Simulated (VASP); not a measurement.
**MoN2: single point with LDA**

MoN2:

```
CELL_PARAMETERS angstrom
4.26396 0.00000 0.00000
0.00000 4.26396 0.00000
0.00000 0.00000 2.70836
ATOMIC_POSITIONS crystal
Mo 0.00000 0.00000 0.00000
Mo 0.50000 0.50000 0.00000
N 0.61248 0.88752 0.50000
N 0.38752 0.11248 0.50000
N 0.11248 0.61248 0.50000
N 0.88752 0.38752 0.50000
```

| Quantity | Value |
| --- | --- |
| Program | VASP 6.6.1 |
| Task | single point |
| Functional | LDA |
| Potentials or basis | VASP PAW LDA potentials, release 64 (Mo_sv, N) |
| Cutoff | 520 eV |
| k mesh | 6 × 6 × 10 |
| Occupations | fermi-dirac, width 0.05 eV |
| Spin | no spin polarisation |

* Pressure: 1.8 GPa
* Largest force: 0.182 eV/Å
* Band gap on the k mesh: zero (band 24 reaches 14.59 eV, above the bottom of band 25 at 12.39 eV)

Forces in eV/Å, atoms in the order of the input:
```
Mo   0.000  0.000  0.000
Mo   0.000  0.000  0.000
N    0.129 -0.129  0.000
N   -0.129  0.129  0.000
N    0.129  0.129  0.000
N   -0.129 -0.129  0.000
```

Stress tensor (GPa, compression positive):
```
1.99 0.00 0.00
0.00 1.99 0.00
0.00 0.00 1.32
```

Levels at points of the mesh, in eV from the Fermi level:
| k point | band 21 | band 22 | band 23 | band 24 | band 25 | band 26 | band 27 | band 28 |
| --- | --- | --- | --- | --- | --- | --- | --- | --- |
| (0.00, 0.00, 0.00) | -3.26 | -3.26 | -2.48 | -1.91 | 0.62 | 0.62 | 1.08 | 1.89 |
| (0.50, 0.00, 0.00) | -2.18 | -2.18 | -1.27 | -1.27 | -0.43 | -0.43 | 2.34 | 2.34 |
| (0.50, 0.50, 0.00) | -0.93 | -0.93 | 0.48 | 0.48 | 0.60 | 0.60 | 1.07 | 1.07 |
| (0.00, 0.00, 0.50) | -2.13 | -2.13 | 0.78 | 1.03 | 2.30 | 2.42 | 2.75 | 2.75 |
| (0.50, 0.00, 0.50) | -2.61 | -2.61 | -1.15 | -1.15 | 2.72 | 2.72 | 3.38 | 3.38 |
| (0.50, 0.50, 0.50) | -5.48 | -5.48 | -1.47 | -1.47 | 2.64 | 2.64 | 3.75 | 3.75 |

It took 23 s on 1 thread of Intel(R) Xeon(R) 6975P-C (Granite Rapids), on a shared host, peak memory 0.19 GiB.
